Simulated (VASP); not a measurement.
# ZnS (l.eB) (Imm2) in VASP: a series of runs

The runs below take ZnS (l.eB) through single point, with LDA.

Everything below comes from runs of VASP 6.6.1. Logs are shortened: lines on timing, memory, paths and dates and some standing lists are left out, and cuts for length are marked.

### 1 The cell of the first run

The structure is orthorhombic, space group Imm2 (No. 44). Conventional cell: a = 3.571 Å, b = 3.975 Å, c = 5.622 Å, α = 90.00°, β = 90.00°, γ = 90.00°. Within 3.0 Å of Zn (site symmetry mm2) lie 4 S at 2.27 to 2.43 Å. Within 3.0 Å of S (site symmetry mm2) lie 4 Zn at 2.27 to 2.43 Å.

### 2 Single point, LDA

Contents of INCAR:

```
SYSTEM = ZnS
ALGO = Normal
EDIFF = 1E-6
ENCUT = 500
GGA_COMPAT = .FALSE.
ISIF = 2
ISMEAR = 0
LASPH = .TRUE.
LCHARG = .FALSE.
LREAL = .FALSE.
LWAVE = .FALSE.
NBANDS = 26
NELM = 120
PREC = Accurate
SIGMA = 0.1
```

Contents of KPOINTS:

```
k-points
0
G
  4 4 6
  0 0 0
```

Contents of POSCAR:

```
ZnS
1.0
    3.9750342851      0.0000000000      0.0000000000
    0.0000000000      5.6215474209      0.0000000000
    0.0000000000      0.0000000000      3.5711539363
Zn S
2 2
Direct
    0.0000000000      0.0000000000      0.0000000000
    0.5000000000      0.5000000000      0.5000048000
    0.5000000000      0.2500000000      0.0000000000
    0.0000000000      0.7500000000      0.5000048000
```

Potentials or basis: VASP PAW LDA potentials, release 64 (Zn, S).

On the command line:

```sh
> cat potpaw_LDA.64/Zn/POTCAR potpaw_LDA.64/S/POTCAR > POTCAR
> mpirun -np 1 vasp_std > vasp.out
```

OUTCAR:

```text
SYSTEM = ZnS
   EDIFF = 1E-6
   ENCUT = 500
   ISIF = 2
   ISMEAR = 0
   LASPH = .TRUE.
   LREAL = .FALSE.
   NELM = 120
   PREC = Accurate

 ion  position               nearest neighbor table
   1  0.000  0.000  0.000-   4 2.27   4 2.27   3 2.43   3 2.43
   2  0.500  0.500  0.500-   3 2.27   3 2.27   4 2.43   4 2.43
   3  0.500  0.250  0.000-   2 2.27   2 2.27   1 2.43   1 2.43
   4  0.000  0.750  0.500-   1 2.27   1 2.27   2 2.43   2 2.43

  LATTYP: Found a simple orthorhombic cell.
 ALAT       =     3.5711539363
 B/A-ratio  =     1.1130951944
 C/A-ratio  =     1.5741543269

  Lattice vectors:

 A1 = (   0.0000000000,   0.0000000000,   3.5711539363)
 A2 = (   3.9750342851,   0.0000000000,   0.0000000000)
 A3 = (   0.0000000000,   5.6215474209,   0.0000000000)

Analysis of symmetry for initial positions (statically):
=====================================================================
 Subroutine PRICEL returns following result:

  LATTYP: Found a base centered monoclinic cell.
 ALAT       =     6.6599501381
 B/A-ratio  =     0.5968564633
 C/A-ratio  =     0.5362133143
 COS(beta)  =    -0.5362133143

  Lattice vectors:

 A1 = (   1.9875171426,   2.8107737105,  -1.7855598266)
 A2 = (  -1.9875171426,   2.8107737104,  -1.7855941097)
 A3 = (   0.0000000000,   0.0000000000,   3.5711539363)

   2 primitive cells build up your supercell.

 Routine SETGRP: Setting up the symmetry group for a
 simple orthorhombic supercell.

 Subroutine GETGRP returns: Found  4 space group operations
 (whereof  4 operations were pure point group operations)
 out of a pool of  8 trial point group operations.

The static configuration has the point symmetry C_2v.

Analysis of symmetry for dynamics (positions and initial velocities):
=====================================================================
 Subroutine PRICEL returns following result:

  LATTYP: Found a base centered monoclinic cell.
 ALAT       =     6.6599501381
 B/A-ratio  =     0.5968564633
 C/A-ratio  =     0.5362133143
 COS(beta)  =    -0.5362133143

  Lattice vectors:

 A1 = (   1.9875171426,   2.8107737105,  -1.7855598266)
 A2 = (  -1.9875171426,   2.8107737104,  -1.7855941097)
 A3 = (   0.0000000000,   0.0000000000,   3.5711539363)

   2 primitive cells build up your supercell.

 Routine SETGRP: Setting up the symmetry group for a
 simple orthorhombic supercell.

 Subroutine GETGRP returns: Found  4 space group operations
 (whereof  4 operations were pure point group operations)
 out of a pool of  8 trial point group operations.

The dynamic configuration has the point symmetry C_2v.

 Subroutine INISYM returns: Found  4 space group operations
 (whereof  4 operations are pure point group operations),
 and found     2 'primitive' translations

----------------------------------------------------------------------------------------

                                     Primitive cell

  volume of cell :      39.9002

  direct lattice vectors                    reciprocal lattice vectors
     1.987517143  2.810773710 -1.785559827     0.251570157  0.177886963  0.000000000
    -1.987517143  2.810773710 -1.785594110    -0.251570157  0.177886963  0.000000000
     0.000000000  0.000000000  3.571153936    -0.000002415  0.177886963  0.280021533

  length of vectors
     3.878001694  3.878017479  3.571153936     0.308109259  0.308109259  0.331746636

  position of ions in fractional coordinates (direct lattice)
     0.000000000  0.000000000  0.000000000
     0.750000000  0.750000000  0.250004800

  ion indices of the primitive-cell ions
   primitive index   ion index
                 1           1
                 2           4

----------------------------------------------------------------------------------------

 KPOINTS: k-points

Automatic generation of k-mesh.
 Grid dimensions read from file:
 generate k-points for:    4    4    6

 Generating k-lattice:

  Cartesian coordinates                     Fractional coordinates (reciprocal lattice)
     0.062892539  0.000000000  0.000000000     0.250000000  0.000000000  0.000000000
     0.000000000  0.044471741  0.000000000     0.000000000  0.250000000  0.000000000
     0.000000000  0.000000000  0.046670256     0.000000000  0.000000000  0.166666667

  Length of vectors
     0.062892539  0.044471741  0.046670256

  Shift w.r.t. Gamma in fractional coordinates (k-lattice)
     0.000000000  0.000000000  0.000000000

 Subroutine IBZKPT returns following result:
 ===========================================

 Found     36 irreducible k-points:

 Following reciprocal coordinates:
            Coordinates               Weight
  0.000000  0.000000  0.000000      1.000000
  0.250000  0.000000  0.000000      2.000000
  0.500000  0.000000  0.000000      1.000000
  0.000000  0.250000  0.000000      2.000000
  0.250000  0.250000  0.000000      4.000000
  0.500000  0.250000  0.000000      2.000000
[... 16 lines left out ...]
  0.250000  0.250000  0.333333      8.000000
  0.500000  0.250000  0.333333      4.000000
 [... further k-points ...]
   k-points           NKPTS =     36   k-points in BZ     NKDIM =     36   number of bands    NBANDS=     26
   number of dos      NEDOS =    301   number of ions     NIONS =      4
   total plane-waves  NPLWV =  35280
   dimension x,y,z NGX =    30 NGY =   42 NGZ =   28
   dimension x,y,z NGXF=    60 NGYF=   84 NGZF=   56
   ions per type =               2   2
   NGX,Y,Z   is equivalent  to a cutoff of  12.55, 12.42, 13.03 a.u.
   NGXF,Y,Z  is equivalent  to a cutoff of  25.09, 24.84, 26.07 a.u.
 SYSTEM =  ZnS
   PREC   = accura    normal or accurate (medium, high low for compatibility)
   ISTART =      0    job   : 0-new  1-cont  2-samecut
   ICHARG =      2    charge: 1-file 2-atom 10-const
   ISPIN  =      1    spin polarized calculation?
   LNONCOLLINEAR =      F non collinear calculations
   LSORBIT =      F    spin-orbit coupling
   LASPH  =      T    aspherical Exc in radial PAW
   ENCUT  =  500.0 eV  36.75 Ry    6.06 a.u.   7.25 10.25  6.51*2*pi/ulx,y,z
   NELM   =    120;   NELMIN=  2; NELMDL= -5     # of ELM steps
   EDIFF  = 0.1E-05   stopping-criterion for ELM
   LREAL  =      F    real-space projection
   EDIFFG = 0.1E-04   stopping-criterion for IOM
   NSW    =      0    number of steps for IOM
   IBRION =     -1    ionic relax: 0-MD 1-quasi-New 2-CG
   NFREE  =      0    steps in history (QN), initial steepest desc. (CG)
   ISIF   =      2    stress and relaxation
   ISYM   =      2    0-nonsym 1-usesym 2-fastsym
   POTIM  = 0.5000    time-step for ionic-motion
   TEBEG  =    0.0;   TEEND  =   0.0 temperature during run
   PSTRESS=    0.0 pullay stress
   NELECT =      36.0000    total number of electrons
   NUPDOWN=      -1.0000    fix difference up-down
   EMIN   =  10.00;   EMAX   =-10.00  energy-range for DOS
   EFERMI =   0.00;   METHOD = LEGACY
   ISMEAR =     0;   SIGMA  =   0.10  broadening in eV -4-tet -1-fermi 0-gaus
   EFERMI_NEDOS =   21; number of points for ismear=-14 and -15
   IALGO  =     38    algorithm
   IMIX   =      4    mixing-type and parameters
     AMIX     =   0.40;   BMIX     =  1.00
     AMIX_MAG =   1.60;   BMIX_MAG =  1.00
  volume/ion in A,a.u.               =      19.95       134.63
  Fermi-wavevector in a.u.,A,eV,Ry     =   1.255569  2.372681 21.448949  1.576453
  Thomas-Fermi vector in A             =   2.389319
   LORBIT       =      0    0 simple, 1 ext, 2 COOP (PROOUT), +10 PAW based schemes
   GGA     = CA    functional components
   LHFCALC =     F    Hartree Fock is set to
   AEXX    =    0.0000 exact exchange contribution
   IVDW    =     0    specifies the selected vdW correction
   LEPSILON=     F    determine dielectric tensor
   LRPA    =     F    only Hartree local field effects (RPA)
 non-spin polarized calculation
 Gauss-broadening in eV      SIGMA  =   0.10
  energy-cutoff  :      500.00
  volume of cell :       79.80
 maximum number of plane-waves:      2044
 NGX is ok and might be reduce to    30
   NGX = 15   NGY = 21   NGZ = 13

 number of electron      36.0000034 magnetization

 Free energy of the ion-electron system (eV)
  ---------------------------------------------------
  ext. energy  EPLUGINS =         0.00000000
  ---------------------------------------------------
  free energy    TOTEN  =       -16.10297929 eV

  energy without entropy =      -16.10297929  energy(sigma->0) =      -16.10297929

 E-fermi :   2.5766     XC(G=0):  -9.9849

 val. band max:        2.1517485434   @ k =   0.0000   0.0000   0.0000
 cond. band min:       3.5345135767   @ k =   0.0000   0.0000   0.0000
 fundamental gap:      1.3827650333
 Fermi energy:         2.5765885957

 k-point     1 :       0.0000    0.0000    0.0000
  band No.  band energies     occupation
      1     -11.2241      2.00000
      2     -10.0630      2.00000
      3      -4.6844      2.00000
      4      -4.6797      2.00000
      5      -4.6706      2.00000
      6      -4.6120      2.00000
[... 18 lines left out ...]
     25      12.0442      0.00000
     26      12.9633      0.00000

 k-point     2 :       0.2500    0.0000    0.0000
  band No.  band energies     occupation
      1     -10.9680      2.00000
      2     -10.1154      2.00000
      3      -4.6395      2.00000
      4      -4.6344      2.00000
      5      -4.6108      2.00000
      6      -4.5930      2.00000
[... 18 lines left out ...]
     25      10.8083      0.00000
     26      12.0606      0.00000

 k-point     3 :       0.5000    0.0000    0.0000
  band No.  band energies     occupation
      1     -10.4358      2.00000
      2     -10.4358      2.00000
      3      -4.5922      2.00000
      4      -4.5922      2.00000
      5      -4.5483      2.00000
      6      -4.5483      2.00000
[... 572 lines left out ...]
 k-point    23 :       0.2500    0.2500    0.3333
  band No.  band energies     occupation
      1     -10.3494      2.00000
      2     -10.0150      2.00000
      3      -4.6308      2.00000
      4      -4.5531      2.00000
      5      -4.4853      2.00000
      6      -4.4366      2.00000
[... 18 lines left out ...]
     25      10.4320      0.00000
     26      11.0184      0.00000

 k-point    24 :       0.5000    0.2500    0.3333
  band No.  band energies     occupation
      1     -10.0569      2.00000
      2     -10.0569      2.00000
      3      -4.6059      2.00000
      4      -4.6058      2.00000
      5      -4.4126      2.00000
      6      -4.4126      2.00000
[... 18 lines left out ...]
     25      12.1224      0.00000
     26      12.1226      0.00000

 [... further k-points ...]

------------------------ aborting loop because EDIFF is reached ----------------------------------------

  FORCE on cell =-STRESS in cart. coord.  units (eV):
  Direction    XX          YY          ZZ          XY          YZ          ZX
  --------------------------------------------------------------------------------------
  -------------------------------------------------------------------------------------
  Total       -4.9337319     -3.1076445      1.9018815      0.0000000      0.0000000      0.0000000
  in kB      -99.0560039    -62.3931036     38.1846398      0.0000000      0.0000000      0.0000000
  external PRESSURE =     -41.0881559 kB  Pullay stress =       0.0000000 kB

 VOLUME and BASIS-vectors are now :
 -----------------------------------------------------------------------------
  energy-cutoff  :      500.00
  volume of cell :       79.80
      direct lattice vectors                 reciprocal lattice vectors
     3.975034285  0.000000000  0.000000000     0.251570157  0.000000000  0.000000000
     0.000000000  5.621547421  0.000000000     0.000000000  0.177886963  0.000000000
     0.000000000  0.000000000  3.571153936     0.000000000  0.000000000  0.280021533

 POSITION                                       TOTAL-FORCE (eV/Angst)
 -----------------------------------------------------------------------------------
      0.00000      0.00000      0.00000         0.000000      0.473973      0.000000
      1.98752      2.81077      1.78559        -0.000000      0.473973      0.000000
      1.98752      1.40539      0.00000         0.000000     -0.473973      0.000000
      0.00000      4.21616      1.78559         0.000000     -0.473973     -0.000000
 -----------------------------------------------------------------------------------
    total drift:                                0.000000      0.001568     -0.010830

  FREE ENERGIE OF THE ION-ELECTRON SYSTEM (eV)
  ---------------------------------------------------
  free  energy   TOTEN  =       -16.1029792862 eV

  energy  without entropy=      -16.1029792862  energy(sigma->0) =      -16.10297929
```

Wall time 45 s (1 thread of Intel Xeon Platinum 8375C at 2.90GHz (Ice Lake), shared host); peak memory 0.19 GiB.

Results:

```yaml
Free_energy: -16.1030 eV
Pressure: -4.1 GPa
Largest_force: 0.474 eV/Å
Band_gap_on_the_k_mesh: 1.38 eV
```

Forces on the atoms (eV/Å):
```
Zn   0.000  0.474  0.000
Zn   0.000  0.474  0.000
S    0.000 -0.474  0.000
S    0.000 -0.474  0.000
```

Stress tensor (GPa, compression positive):
```
-9.91  0.00  0.00
 0.00 -6.24  0.00
 0.00  0.00  3.82
```

(Part 1 of 2 ends here.)
